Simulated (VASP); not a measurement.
# VAu (R-3m) in VASP: notebook

Runs on VAu. Level: PBEsol. Tasks: single point.

Everything below comes from runs of VASP 6.6.1. Logs are shortened: lines on timing, memory, paths and dates and some standing lists are left out, and cuts for length are marked.

## (1) The cell of the first run

It takes space group R-3m (No. 166, trigonal). Conventional cell: a = 2.821 Å, b = 2.821 Å, c = 13.833 Å, α = 90.00°, β = 90.00°, γ = 120.00°. Within 3.7 Å of V (site symmetry -3m) lie 6 V at 2.82 Å and 6 Au at 2.82 Å. Au (site symmetry -3m) has 6 Au at 2.82 Å and 6 V at 2.82 Å within 3.7 Å.

## (2) Single point, PBEsol, collinear spin, ferromagnetic start

File INCAR:

```
SYSTEM = VAu
PREC = Accurate
ENCUT = 500
EDIFF = 1E-6
ISMEAR = -1
SIGMA = 0.05
LREAL = .FALSE.
LASPH = .TRUE.
NELM = 200
ALGO = Normal
ISIF = 2
LWAVE = .FALSE.
LCHARG = .FALSE.
ISPIN = 2
MAGMOM = 0.6 0
LORBIT = 11
NUPDOWN = 0.6
LMAXMIX = 4
GGA = PS
NBANDS = 23
GGA_COMPAT = .FALSE.
```

File KPOINTS:

```
regular mesh
0
G
  14 14 14
  0 0 0
```

File POSCAR:

```
VAu
1.0
    1.4104010158      0.8142954061      4.6110877943
   -1.4104010158      0.8142954061      4.6110877943
    0.0000000000     -1.6285908123      4.6110877943
V Au
1 1
Direct
    0.5000000000      0.5000000000      0.5000000000
    0.0000000000      0.0000000000      0.0000000000
```

Potentials or basis: VASP PAW PBE potentials, release 64 (V_sv, Au).

Run with:

```sh
> cat potpaw_PBE.64/V_sv/POTCAR potpaw_PBE.64/Au/POTCAR > POTCAR
> mpirun -np 1 vasp_std > vasp.out
```

OUTCAR:

```text
SYSTEM = VAu
   PREC = Accurate
   ENCUT = 500
   EDIFF = 1E-6
   ISMEAR = -1
   LREAL = .FALSE.
   LASPH = .TRUE.
   NELM = 200
   ISIF = 2
   ISPIN = 2
   LORBIT = 11
   NUPDOWN = 0.6
   GGA = PS

 ion  position               nearest neighbor table
   1  0.500  0.500  0.500-   2 2.82   2 2.82   2 2.82   2 2.82   2 2.82   2 2.82
   2  0.000  0.000  0.000-   1 2.82   1 2.82   1 2.82   1 2.82   1 2.82   1 2.82

  LATTYP: Found a trigonal (rhomboedric) cell.
 ALAT       =     4.8902391230
 COS(alpha) =     0.8336376570

  Lattice vectors:

 A1 = (   1.4104010158,   0.8142954061,   4.6110877943)
 A2 = (  -1.4104010158,   0.8142954061,   4.6110877943)
 A3 = (   0.0000000000,  -1.6285908123,   4.6110877943)

Analysis of symmetry for initial positions (statically):
=====================================================================
 Subroutine PRICEL returns:
 Original cell was already a primitive cell.

 Routine SETGRP: Setting up the symmetry group for a
 trigonal (rhombohedral) supercell.

 Subroutine GETGRP returns: Found 12 space group operations
 (whereof 12 operations were pure point group operations)
 out of a pool of 12 trial point group operations.

The static configuration has the point symmetry D_3d.

Analysis of symmetry for dynamics (positions and initial velocities):
=====================================================================
 Subroutine PRICEL returns:
 Original cell was already a primitive cell.

 Routine SETGRP: Setting up the symmetry group for a
 trigonal (rhombohedral) supercell.

 Subroutine GETGRP returns: Found 12 space group operations
 (whereof 12 operations were pure point group operations)
 out of a pool of 12 trial point group operations.

The dynamic configuration has the point symmetry D_3d.

Analysis of structural, dynamic, and magnetic symmetry:
=====================================================================
 Subroutine PRICEL returns:
 Original cell was already a primitive cell.

 Routine SETGRP: Setting up the symmetry group for a
 trigonal (rhombohedral) supercell.

 Subroutine GETGRP returns: Found 12 space group operations
 (whereof 12 operations were pure point group operations)
 out of a pool of 12 trial point group operations.

The overall configuration has the point symmetry D_3d.

 Subroutine INISYM returns: Found 12 space group operations
 (whereof 12 operations are pure point group operations),
 and found     1 'primitive' translations

----------------------------------------------------------------------------------------

                                     Primitive cell

  volume of cell :      31.7745

  direct lattice vectors                    reciprocal lattice vectors
     1.410401016  0.814295406  4.611087794     0.354509104  0.204675926  0.072289522
    -1.410401016  0.814295406  4.611087794    -0.354509104  0.204675926  0.072289522
     0.000000000 -1.628590812  4.611087794     0.000000000 -0.409351853  0.072289522

  length of vectors
     4.890239123  4.890239123  4.890239123     0.415685836  0.415685836  0.415685836

  position of ions in fractional coordinates (direct lattice)
     0.500000000  0.500000000  0.500000000
     0.000000000  0.000000000  0.000000000

  ion indices of the primitive-cell ions
   primitive index   ion index
                 1           1
                 2           2

----------------------------------------------------------------------------------------

 KPOINTS: regular mesh

Automatic generation of k-mesh.
 Grid dimensions read from file:
 generate k-points for:   14   14   14

 Generating k-lattice:

  Cartesian coordinates                     Fractional coordinates (reciprocal lattice)
     0.025322079  0.014619709  0.005163537     0.071428571  0.000000000  0.000000000
    -0.025322079  0.014619709  0.005163537     0.000000000  0.071428571  0.000000000
     0.000000000 -0.029239418  0.005163537     0.000000000  0.000000000  0.071428571

  Length of vectors
     0.029691845  0.029691845  0.029691845

  Shift w.r.t. Gamma in fractional coordinates (k-lattice)
     0.000000000  0.000000000  0.000000000

 Subroutine IBZKPT returns following result:
 ===========================================

 Found    288 irreducible k-points:

 Following reciprocal coordinates:
            Coordinates               Weight
  0.000000  0.000000  0.000000      1.000000
  0.071429 -0.000000 -0.000000      6.000000
  0.142857  0.000000  0.000000      6.000000
  0.214286 -0.000000 -0.000000      6.000000
  0.285714  0.000000  0.000000      6.000000
  0.357143 -0.000000 -0.000000      6.000000
[... 16 lines left out ...]
  0.214286  0.142857  0.000000     12.000000
  0.285714  0.142857 -0.000000     12.000000
 [... further k-points ...]
   k-points           NKPTS =    288   k-points in BZ     NKDIM =    288   number of bands    NBANDS=     23
   number of dos      NEDOS =    301   number of ions     NIONS =      2
   total plane-waves  NPLWV =  46656
   dimension x,y,z NGX =    36 NGY =   36 NGZ =   36
   dimension x,y,z NGXF=    72 NGYF=   72 NGZF=   72
   ions per type =               1   1
   NGX,Y,Z   is equivalent  to a cutoff of  12.24, 12.24, 12.24 a.u.
   NGXF,Y,Z  is equivalent  to a cutoff of  24.48, 24.48, 24.48 a.u.
 SYSTEM =  VAu
   PREC   = accura    normal or accurate (medium, high low for compatibility)
   ISTART =      0    job   : 0-new  1-cont  2-samecut
   ICHARG =      2    charge: 1-file 2-atom 10-const
   ISPIN  =      2    spin polarized calculation?
   LNONCOLLINEAR =      F non collinear calculations
   LSORBIT =      F    spin-orbit coupling
   LASPH  =      T    aspherical Exc in radial PAW
   ENCUT  =  500.0 eV  36.75 Ry    6.06 a.u.   8.92  8.92  8.92*2*pi/ulx,y,z
   NELM   =    200;   NELMIN=  2; NELMDL= -5     # of ELM steps
   EDIFF  = 0.1E-05   stopping-criterion for ELM
   LREAL  =      F    real-space projection
   EDIFFG = 0.1E-04   stopping-criterion for IOM
   NSW    =      0    number of steps for IOM
   IBRION =     -1    ionic relax: 0-MD 1-quasi-New 2-CG
   NFREE  =      0    steps in history (QN), initial steepest desc. (CG)
   ISIF   =      2    stress and relaxation
   ISYM   =      2    0-nonsym 1-usesym 2-fastsym
   POTIM  = 0.5000    time-step for ionic-motion
   TEBEG  =    0.0;   TEEND  =   0.0 temperature during run
   PSTRESS=    0.0 pullay stress
   NELECT =      24.0000    total number of electrons
   NUPDOWN=       0.6000    fix difference up-down
   EMIN   =  10.00;   EMAX   =-10.00  energy-range for DOS
   EFERMI =   0.00;   METHOD = LEGACY
   ISMEAR =    -1;   SIGMA  =   0.05  broadening in eV -4-tet -1-fermi 0-gaus
   EFERMI_NEDOS =   21; number of points for ismear=-14 and -15
   IALGO  =     38    algorithm
   IMIX   =      4    mixing-type and parameters
     AMIX     =   0.40;   BMIX     =  1.00
     AMIX_MAG =   1.60;   BMIX_MAG =  1.00
  volume/ion in A,a.u.               =      15.89       107.21
  Fermi-wavevector in a.u.,A,eV,Ry     =   1.490913  2.817416 30.243305  2.222820
  Thomas-Fermi vector in A             =   2.603634
   LORBIT       =     11    0 simple, 1 ext, 2 COOP (PROOUT), +10 PAW based schemes
   GGA     = PS    functional components
   LHFCALC =     F    Hartree Fock is set to
   AEXX    =    0.0000 exact exchange contribution
   IVDW    =     0    specifies the selected vdW correction
   LEPSILON=     F    determine dielectric tensor
   LRPA    =     F    only Hartree local field effects (RPA)
 spin polarized calculation
  energy-cutoff  :      500.00
  volume of cell :       31.77
 maximum number of plane-waves:       821
   NGX = 17   NGY = 17   NGZ = 17

 number of electron      23.9999998 magnetization       0.6000000

 Free energy of the ion-electron system (eV)
  ---------------------------------------------------
  ext. energy  EPLUGINS =         0.00000000
  ---------------------------------------------------
  free energy    TOTEN  =       -13.16618310 eV

  energy without entropy =      -13.14547389  energy(sigma->0) =      -13.15582850

 E-fermi :   9.2842     XC(G=0): -12.7449

 val. band max:        9.4451486004   @ k =  -0.4286   0.5000   0.1429
 cond. band min:       9.2859192521   @ k =  -0.4286   0.3571  -0.0000
 fundamental gap:     -0.1592293483
 Fermi energy:         9.4478842965

 spin component 1

 k-point     1 :       0.0000    0.0000    0.0000
  band No.  band energies     occupation
      1     -54.9220      1.00000
      2     -28.9874      1.00000
      3     -28.5642      1.00000
      4     -28.5642      1.00000
      5      -0.0144      1.00000
      6       2.7780      1.00000
[... 15 lines left out ...]
     22      29.0866      0.00000
     23      29.0866      0.00000
[... 575 lines left out ...]
      1     -54.8906      1.00000
      2     -28.9595      1.00000
      3     -28.7556      1.00000
      4     -28.6227      1.00000
      5       1.9425      1.00000
      6       3.6333      1.00000
[... 15 lines left out ...]
     22      28.0696      0.00000
     23      28.7878      0.00000

 [... further k-points ...]

 spin component 2

 k-point     1 :       0.0000    0.0000    0.0000
  band No.  band energies     occupation
      1     -54.4754      1.00000
      2     -28.5848      1.00000
      3     -28.0998      1.00000
      4     -28.0998      1.00000
      5       0.0633      1.00000
      6       2.8769      1.00000
[... 15 lines left out ...]
     22      29.2155      0.00000
     23      29.2155      0.00000
[... 575 lines left out ...]
      1     -54.4439      1.00000
      2     -28.5566      1.00000
      3     -28.2925      1.00000
      4     -28.1587      1.00000
      5       2.0232      1.00000
      6       3.7060      1.00000
[... 15 lines left out ...]
     22      28.2197      0.00000
     23      28.8753      0.00000

 [... further k-points ...]

------------------------ aborting loop because EDIFF is reached ----------------------------------------

  FORCE on cell =-STRESS in cart. coord.  units (eV):
  Direction    XX          YY          ZZ          XY          YZ          ZX
  --------------------------------------------------------------------------------------
  -------------------------------------------------------------------------------------
  Total       -1.9235480     -1.9235480     -1.3804507      0.0000000      0.0000000      0.0000000
  in kB      -96.9916546    -96.9916546    -69.6068934      0.0000000      0.0000000      0.0000000
  external PRESSURE =     -87.8634009 kB  Pullay stress =       0.0000000 kB

 VOLUME and BASIS-vectors are now :
 -----------------------------------------------------------------------------
  energy-cutoff  :      500.00
  volume of cell :       31.77
      direct lattice vectors                 reciprocal lattice vectors
     1.410401016  0.814295406  4.611087794     0.354509104  0.204675926  0.072289522
    -1.410401016  0.814295406  4.611087794    -0.354509104  0.204675926  0.072289522
     0.000000000 -1.628590812  4.611087794     0.000000000 -0.409351853  0.072289522

 POSITION                                       TOTAL-FORCE (eV/Angst)
 -----------------------------------------------------------------------------------
      0.00000     -0.00000      6.91663         0.000000      0.000000      0.000000
      0.00000      0.00000      0.00000        -0.000000      0.000000     -0.000000
 -----------------------------------------------------------------------------------
    total drift:                                0.000000     -0.000000      0.000000

  FREE ENERGIE OF THE ION-ELECTRON SYSTEM (eV)
  ---------------------------------------------------
  free  energy   TOTEN  =       -13.1661831040 eV

  energy  without entropy=      -13.1454738936  energy(sigma->0) =      -13.15582850

 total charge

# of ion       s       p       d       tot
------------------------------------------
    1        2.274   6.157   2.953  11.384
    2        0.632   0.501   8.625   9.759
--------------------------------------------------
tot          2.906   6.658  11.578  21.143

 magnetization (x)

# of ion       s       p       d       tot
------------------------------------------
    1        0.005   0.015   0.448   0.467
    2        0.004   0.007   0.036   0.046
--------------------------------------------------
tot          0.008   0.022   0.483   0.513
```

It took 6.4 min on 1 thread of AMD EPYC 9R45 (Zen 5), shared host; peak memory 0.45 GiB.

Results:

- Free energy: -13.1662 eV
- Pressure: -8.8 GPa
- Net moment: 0.60 μB per cell
- Site moments: V +0.47; Au +0.05 μB
- Valence electrons inside the program's atomic spheres: V 11.38; Au 9.76

Caveat: the cell stands under tension; the PAW data sets were made with another functional, which shifts forces and pressure a little; spin-orbit coupling is left out, which moves the levels of the heavy elements; the total moment is fixed, so each spin has its own Fermi level and the state may be an excited one.

[end of part 1 of 2]
